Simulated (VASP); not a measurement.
# Si3GeO8 (P-4m2) in VASP: notebook, part 2 of 2

VASP 6.6.1. The steps go on from the part before.

## 3. Single point, PBE

File INCAR:

```
SYSTEM = Si3GeO8
ALGO     = Normal         ! electronic algorithm
EDIFF    = 1E-6           ! SCF threshold, eV
ENCUT    = 520            ! plane-wave cutoff, eV
GGA      = PE             ! functional
ISIF     = 2              ! what is computed and relaxed
ISMEAR   = 0              ! smearing method
LASPH    = .True.         ! aspherical terms in the spheres
LCHARG   = .False.        ! write CHGCAR
LREAL    = .False.        ! projectors in reciprocal space
LWAVE    = .False.        ! write WAVECAR
NBANDS   = 49             ! bands
NELM     = 60             ! most SCF steps
PREC     = Accurate       ! precision mode
SIGMA    = 0.02           ! smearing width, eV
```

File KPOINTS:

```
k-points
0
Gamma
  4 4 4
  0 0 0
```

File POSCAR:

```
Si3GeO8
1.0
    5.3609461000      0.0000000000      0.0000000000
    0.0000000000      5.3609461000      0.0000000000
    0.0000000000      0.0000000000      7.6175512000
Si Ge O
3 1 8
Direct
    0.0000000000      0.0000000000      0.0000000000
    0.5000000000      0.0000000000      0.2395310000
    0.0000000000      0.5000000000      0.7604690000
    0.5000000000      0.5000000000      0.5000000000
    0.7494640000      0.0000000000      0.1192170000
    0.2432520000      0.5000000000      0.6363600000
    0.5000000000      0.2432520000      0.3636400000
    0.0000000000      0.7494640000      0.8807830000
    0.5000000000      0.7567480000      0.3636400000
    0.0000000000      0.2505360000      0.8807830000
    0.2505360000      0.0000000000      0.1192170000
    0.7567480000      0.5000000000      0.6363600000
```

Potentials or basis: VASP PAW PBE potentials, release 64 (Si, Ge_d, O).

On the command line:

```console
cat potpaw_PBE.64/Si/POTCAR potpaw_PBE.64/Ge_d/POTCAR potpaw_PBE.64/O/POTCAR > POTCAR
mpirun -np 1 vasp_std > vasp.out
```

OUTCAR:

```text
SYSTEM = Si3GeO8
   EDIFF = 1E-6
   ENCUT = 520
   GGA = PE
   ISIF = 2
   ISMEAR = 0
   LASPH = .True.
   LREAL = .False.
   NELM = 60
   PREC = Accurate

 ion  position               nearest neighbor table
   1  0.000  0.000  0.000-   5 1.62   8 1.62  10 1.62  11 1.62
   2  0.500  0.000  0.240-   7 1.61   9 1.61   5 1.62  11 1.62
   3  0.000  0.500  0.760-   6 1.61  12 1.61  10 1.62   8 1.62
   4  0.500  0.500  0.500-   6 1.72   7 1.72   9 1.72  12 1.72
   5  0.749  0.000  0.119-   2 1.62   1 1.62
   6  0.243  0.500  0.636-   3 1.61   4 1.72
   7  0.500  0.243  0.364-   2 1.61   4 1.72
   8  0.000  0.749  0.881-   3 1.62   1 1.62
   9  0.500  0.757  0.364-   2 1.61   4 1.72
  10  0.000  0.251  0.881-   3 1.62   1 1.62
  11  0.251  0.000  0.119-   2 1.62   1 1.62
  12  0.757  0.500  0.636-   3 1.61   4 1.72

  LATTYP: Found a simple tetragonal cell.
 ALAT       =     5.3609461000
 C/A-ratio  =     1.4209341146

  Lattice vectors:

 A1 = (   5.3609461000,   0.0000000000,   0.0000000000)
 A2 = (   0.0000000000,   5.3609461000,   0.0000000000)
 A3 = (   0.0000000000,   0.0000000000,   7.6175512000)

Analysis of symmetry for initial positions (statically):
=====================================================================
 Subroutine PRICEL returns:
 Original cell was already a primitive cell.

 Routine SETGRP: Setting up the symmetry group for a
 simple tetragonal supercell.

 Subroutine GETGRP returns: Found  8 space group operations
 (whereof  8 operations were pure point group operations)
 out of a pool of 16 trial point group operations.

The static configuration has the point symmetry D_2d.

Analysis of symmetry for dynamics (positions and initial velocities):
=====================================================================
 Subroutine PRICEL returns:
 Original cell was already a primitive cell.

 Routine SETGRP: Setting up the symmetry group for a
 simple tetragonal supercell.

 Subroutine GETGRP returns: Found  8 space group operations
 (whereof  8 operations were pure point group operations)
 out of a pool of 16 trial point group operations.

The dynamic configuration has the point symmetry D_2d.

 Subroutine INISYM returns: Found  8 space group operations
 (whereof  8 operations are pure point group operations),
 and found     1 'primitive' translations

----------------------------------------------------------------------------------------

                                     Primitive cell

  volume of cell :     218.9265

  direct lattice vectors                    reciprocal lattice vectors
     5.360946100  0.000000000  0.000000000     0.186534239  0.000000000  0.000000000
     0.000000000  5.360946100  0.000000000     0.000000000  0.186534239  0.000000000
     0.000000000  0.000000000  7.617551200     0.000000000  0.000000000  0.131275783

  length of vectors
     5.360946100  5.360946100  7.617551200     0.186534239  0.186534239  0.131275783

  position of ions in fractional coordinates (direct lattice)
     0.000000000  0.000000000  0.000000000
     0.500000000  0.000000000  0.239531000
     0.000000000  0.500000000  0.760469000
     0.500000000  0.500000000  0.500000000
     0.749464000  0.000000000  0.119217000
     0.243252000  0.500000000  0.636360000
     0.500000000  0.243252000  0.363640000
     0.000000000  0.749464000  0.880783000
[... 68 lines left out ...]
   total plane-waves  NPLWV =  96000
   dimension x,y,z NGX =    40 NGY =   40 NGZ =   60
   dimension x,y,z NGXF=    80 NGYF=   80 NGZF=  120
   ions per type =               3   1   8
   NGX,Y,Z   is equivalent  to a cutoff of  12.40, 12.40, 13.09 a.u.
   NGXF,Y,Z  is equivalent  to a cutoff of  24.81, 24.81, 26.19 a.u.
 SYSTEM =  Si3GeO8
   PREC   = accura    normal or accurate (medium, high low for compatibility)
   ISTART =      0    job   : 0-new  1-cont  2-samecut
   ICHARG =      2    charge: 1-file 2-atom 10-const
   ISPIN  =      1    spin polarized calculation?
   LNONCOLLINEAR =      F non collinear calculations
   LSORBIT =      F    spin-orbit coupling
   LASPH  =      T    aspherical Exc in radial PAW
   ENCUT  =  520.0 eV  38.22 Ry    6.18 a.u.   9.97  9.97 14.16*2*pi/ulx,y,z
   NELM   =     60;   NELMIN=  2; NELMDL= -5     # of ELM steps
   EDIFF  = 0.1E-05   stopping-criterion for ELM
   LREAL  =      F    real-space projection
   EDIFFG = 0.1E-04   stopping-criterion for IOM
   NSW    =      0    number of steps for IOM
   IBRION =     -1    ionic relax: 0-MD 1-quasi-New 2-CG
   NFREE  =      0    steps in history (QN), initial steepest desc. (CG)
   ISIF   =      2    stress and relaxation
   ISYM   =      2    0-nonsym 1-usesym 2-fastsym
   POTIM  = 0.5000    time-step for ionic-motion
   TEBEG  =    0.0;   TEEND  =   0.0 temperature during run
   PSTRESS=    0.0 pullay stress
   NELECT =      74.0000    total number of electrons
   NUPDOWN=      -1.0000    fix difference up-down
   EMIN   =  10.00;   EMAX   =-10.00  energy-range for DOS
   EFERMI =   0.00;   METHOD = LEGACY
   ISMEAR =     0;   SIGMA  =   0.02  broadening in eV -4-tet -1-fermi 0-gaus
   EFERMI_NEDOS =   21; number of points for ismear=-14 and -15
   IALGO  =     38    algorithm
   IMIX   =      4    mixing-type and parameters
     AMIX     =   0.40;   BMIX     =  1.00
     AMIX_MAG =   1.60;   BMIX_MAG =  1.00
  volume/ion in A,a.u.               =      18.24       123.12
  Fermi-wavevector in a.u.,A,eV,Ry     =   1.140388  2.155021 17.694171  1.300485
  Thomas-Fermi vector in A             =   2.277090
   LORBIT       =      0    0 simple, 1 ext, 2 COOP (PROOUT), +10 PAW based schemes
   GGA     = PE    functional components
   LHFCALC =     F    Hartree Fock is set to
   AEXX    =    0.0000 exact exchange contribution
   IVDW    =     0    specifies the selected vdW correction
   LEPSILON=     F    determine dielectric tensor
   LRPA    =     F    only Hartree local field effects (RPA)
 non-spin polarized calculation
 Gauss-broadening in eV      SIGMA  =   0.02
  energy-cutoff  :      520.00
  volume of cell :      218.93
 maximum number of plane-waves:      5924
 NGX is ok and might be reduce to    40
   NGX = 19   NGY = 19   NGZ = 29

 number of electron      73.9999937 magnetization

 Free energy of the ion-electron system (eV)
  ---------------------------------------------------
  ext. energy  EPLUGINS =         0.00000000
  ---------------------------------------------------
  free energy    TOTEN  =       -89.92931721 eV

  energy without entropy =      -89.92931721  energy(sigma->0) =      -89.92931721

 E-fermi :  -1.1633     XC(G=0):  -7.3406

 val. band max:       -1.2730399168   @ k =   0.5000   0.0000   0.5000
 cond. band min:       3.3289484102   @ k =   0.0000   0.0000   0.0000
 fundamental gap:      4.6019883270
 Fermi energy:        -1.1632673703

 k-point     1 :       0.0000    0.0000    0.0000
  band No.  band energies     occupation
      1     -24.8939      2.00000
      2     -24.8939      2.00000
      3     -24.8862      2.00000
      4     -24.6063      2.00000
      5     -24.5805      2.00000
      6     -20.4717      2.00000
[... 925 lines left out ...]
     48       9.7739      0.00000
     49       9.7787      0.00000

------------------------ aborting loop because EDIFF is reached ----------------------------------------

  FORCE on cell =-STRESS in cart. coord.  units (eV):
  Direction    XX          YY          ZZ          XY          YZ          ZX
  --------------------------------------------------------------------------------------
  -------------------------------------------------------------------------------------
  Total       -0.1716498     -0.1716498     -0.1813300      0.0000000      0.0000000      0.0000000
  in kB       -1.2561910     -1.2561910     -1.3270336      0.0000000      0.0000000      0.0000000
  external PRESSURE =      -1.2798052 kB  Pullay stress =       0.0000000 kB

 VOLUME and BASIS-vectors are now :
 -----------------------------------------------------------------------------
  energy-cutoff  :      520.00
  volume of cell :      218.93
      direct lattice vectors                 reciprocal lattice vectors
     5.360946100  0.000000000  0.000000000     0.186534239  0.000000000  0.000000000
     0.000000000  5.360946100  0.000000000     0.000000000  0.186534239  0.000000000
     0.000000000  0.000000000  7.617551200     0.000000000  0.000000000  0.131275783

 POSITION                                       TOTAL-FORCE (eV/Angst)
 -----------------------------------------------------------------------------------
      0.00000      0.00000      0.00000         0.000000      0.000000      0.000000
      2.68047      0.00000      1.82464         0.000000      0.000000     -0.013208
      0.00000      2.68047      5.79291        -0.000000      0.000000      0.013208
      2.68047      2.68047      3.80878         0.000000      0.000000      0.000000
      4.01784      0.00000      0.90814        -0.000362      0.000000      0.002575
      1.30406      2.68047      4.84750         0.085255      0.000000     -0.065840
      2.68047      1.30406      2.77005         0.000000      0.085255      0.065840
      0.00000      4.01784      6.70941        -0.000000     -0.000362     -0.002575
      2.68047      4.05689      2.77005        -0.000000     -0.085255      0.065840
      0.00000      1.34311      6.70941        -0.000000      0.000362     -0.002575
      1.34311      0.00000      0.90814         0.000362      0.000000      0.002575
      4.05689      2.68047      4.84750        -0.085255      0.000000     -0.065840
 -----------------------------------------------------------------------------------
    total drift:                               -0.000000      0.000000     -0.000000

  FREE ENERGIE OF THE ION-ELECTRON SYSTEM (eV)
  ---------------------------------------------------
  free  energy   TOTEN  =       -89.9293172147 eV

  energy  without entropy=      -89.9293172147  energy(sigma->0) =      -89.92931721
```

Wall time 5.1 min (1 thread of Intel Xeon 6975P-C (Granite Rapids), shared host); peak memory 0.38 GiB.

What came out:

```
Free energy            : -89.9293 eV
Pressure               : -0.1 GPa
Largest force          : 0.108 eV/Å
Band gap on the k mesh : 4.60 eV (least direct gap 4.62 eV)
```

Forces on the atoms (eV/Å):
```
Si   0.000  0.000  0.000
Si   0.000  0.000 -0.013
Si   0.000  0.000  0.013
Ge   0.000  0.000  0.000
O    0.000  0.000  0.003
O    0.085  0.000 -0.066
O    0.000  0.085  0.066
O    0.000  0.000 -0.003
O    0.000 -0.085  0.066
O    0.000  0.000 -0.003
O    0.000  0.000  0.003
O   -0.085  0.000 -0.066
```

Levels at points of the mesh, in eV from the valence-band top:
```
           k point  band 33  band 34  band 35  band 36  band 37  band 38  band 39  band 40  band 41  band 42
(0.00, 0.00, 0.00)    -0.54    -0.54    -0.02    -0.02    -0.02     4.60     6.85     7.91     8.15     8.38
(0.50, 0.00, 0.00)    -0.89    -0.71    -0.62    -0.20    -0.19     5.78     6.98     7.94     8.56     8.83
(0.50, 0.50, 0.00)    -0.99    -0.71    -0.56    -0.56    -0.43     6.47     7.85     7.85     8.33     8.79
(0.00, 0.00, 0.50)    -0.40    -0.40    -0.28    -0.26    -0.26     5.20     6.26     7.53     8.51     8.65
(0.50, 0.00, 0.50)    -0.92    -0.73    -0.72    -0.04     0.00     5.66     7.14     7.87     7.93     8.42
(0.50, 0.50, 0.50)    -1.06    -0.82    -0.72    -0.72    -0.55     6.58     8.27     8.27     8.61     8.72
```

A k mesh can miss the band edges.

## 4. Single point, r2SCAN

POSCAR is that of step 3.

File INCAR.step1:

```
SYSTEM = Si3GeO8
PREC = Accurate
ENCUT = 520
ISMEAR = 0
SIGMA = 0.02
LREAL = .FALSE.
LASPH = .TRUE.
NELM = 80
NBANDS = 49
GGA = PE
ALGO = Normal
EDIFF = 1E-4
LWAVE = .TRUE.
LCHARG = .FALSE.
```

File INCAR.step2:

```
SYSTEM = Si3GeO8
PREC = Accurate
ENCUT = 520
EDIFF = 1E-7
ISMEAR = 0
SIGMA = 0.02
LREAL = .FALSE.
LASPH = .TRUE.
NELM = 80
ALGO = Normal
ISIF = 2
LWAVE = .FALSE.
LCHARG = .FALSE.
METAGGA = R2SCAN
LMIXTAU = .TRUE.
NBANDS = 49
ISTART = 1
```

File KPOINTS:

```
Automatic mesh
0
G
  4 4 4
  0 0 0
```

On the command line:

```console
cat potpaw_PBE.64/Si/POTCAR potpaw_PBE.64/Ge_d/POTCAR potpaw_PBE.64/O/POTCAR > POTCAR
cp INCAR.step1 INCAR
mpirun -np 1 vasp_std > vasp.out
cp INCAR.step2 INCAR
mpirun -np 1 vasp_std > vasp.out
```

Run time: 14 min. Hardware: 1 thread of Intel Xeon 6975P-C (Granite Rapids), shared host; peak memory 0.43 GiB.

It converged, with:

```yaml
Free_energy: -119.7986 eV
Pressure: -3.5 GPa
Largest_force: 0.089 eV/Å
Band_gap_on_the_k_mesh: 5.31 eV (least direct gap 5.32 eV)
```

Forces on the atoms (eV/Å):
```
Si   0.000  0.000  0.000
Si   0.000  0.000 -0.007
Si   0.000  0.000  0.007
Ge   0.000  0.000  0.000
O    0.000  0.000  0.009
O    0.062  0.000 -0.064
O    0.000  0.062  0.064
O    0.000  0.000 -0.009
O    0.000 -0.062  0.064
O    0.000  0.000 -0.009
O    0.000  0.000  0.009
O   -0.062  0.000 -0.064
```

Levels at points of the mesh, in eV from the valence-band top:
```
           k point  band 34  band 35  band 36  band 37  band 38  band 39  band 40  band 41
(0.00, 0.00, 0.00)    -0.54    -0.02    -0.02    -0.02     5.31     7.52     8.57     8.85
(0.50, 0.00, 0.00)    -0.72    -0.62    -0.20    -0.20     6.54     7.63     8.51     9.40
(0.50, 0.50, 0.00)    -0.72    -0.56    -0.56    -0.43     7.27     8.51     8.51     8.96
(0.00, 0.00, 0.50)    -0.40    -0.28    -0.26    -0.26     5.92     6.89     8.15     9.29
(0.50, 0.00, 0.50)    -0.74    -0.72    -0.03     0.00     6.46     7.97     8.43     8.47
(0.50, 0.50, 0.50)    -0.83    -0.73    -0.73    -0.55     7.39     8.89     8.89     9.17
```

Caveat: the cell stands under tension; the PAW data sets were made with another functional, which shifts forces and pressure a little. A k mesh can miss the band edges.

## 5. Summary

```tsv
level	k mesh	smearing	gap on the mesh (eV)	pressure (GPa)	largest force (eV/Å)
PBE	4 × 4 × 2	gaussian 0.1 eV	4.60	-0.1	0.11
PBE	4 × 4 × 4	gaussian 0.02 eV	4.60	-0.1	0.11
r2SCAN	4 × 4 × 4	gaussian 0.02 eV	5.31	-3.5	0.09
```

Alike in all rows: task single point; potentials or basis VASP PAW PBE potentials, release 64 (Si, Ge_d, O); no spin polarisation; cell as given; cutoff (eV) 520.

On the cell as given the gap runs from 4.60 eV (PBE) to 5.31 eV (r2SCAN); the meshes differ, which moves gaps too. The pressure there spans -3.5 GPa (r2SCAN) to -0.1 GPa (PBE); a positive pressure means that this level wants a larger cell, a negative one a smaller.

Caveats: the cell stands under tension (at least some runs); the PAW data sets were made with another functional, which shifts forces and pressure a little (at least some runs).

Absolute energies hang on the potentials; compare differences alone.
